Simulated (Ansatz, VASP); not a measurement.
# InPbOF in VASP and in Ansatz

```
Pb F In O
1.0
     3.74275    0.00000    0.00000
     0.00000    3.74275    0.00000
     0.00000    0.00000   10.40748
Pb F In O
2 2 2 2
Direct
  0.25000 0.25000 0.89120
  0.75000 0.75000 0.10880
  0.25000 0.25000 0.34470
  0.75000 0.75000 0.65530
  0.25000 0.25000 0.59600
  0.75000 0.75000 0.40400
  0.75000 0.25000 0.00000
  0.25000 0.75000 0.00000
```

Alike in both runs: task single point; functional r2SCAN; k mesh 7 × 7 × 3; no spin polarisation.

```csv
,VASP,Ansatz
version,VASP 6.6.1,Ansatz 0.2.0
potentials or method,"VASP PAW PBE potentials, release 64 (Pb_d, F, In_d, O), cutoff 520 eV",PAW plane waves
occupations,"fermi-dirac, width 0.1 eV",fermi-dirac
valence electrons in the cell,80,80
```

|  | VASP | Ansatz | Ansatz less VASP |
| --- | --- | --- | --- |
| pressure (GPa) | 12.0 | 11.7 | -0.37 |
| traceless stress, the component that is largest in VASP (GPa) | 2.43 | 2.54 | +0.111 |
| rms of the force components (eV/Å) | 0.847 | 0.800 | -0.0466 |

VASP's potentials were made for PBE, not for r2SCAN. Atom by atom the forces differ by 0.047 eV/Å (rms over components).

Neither program's run includes spin-orbit coupling.
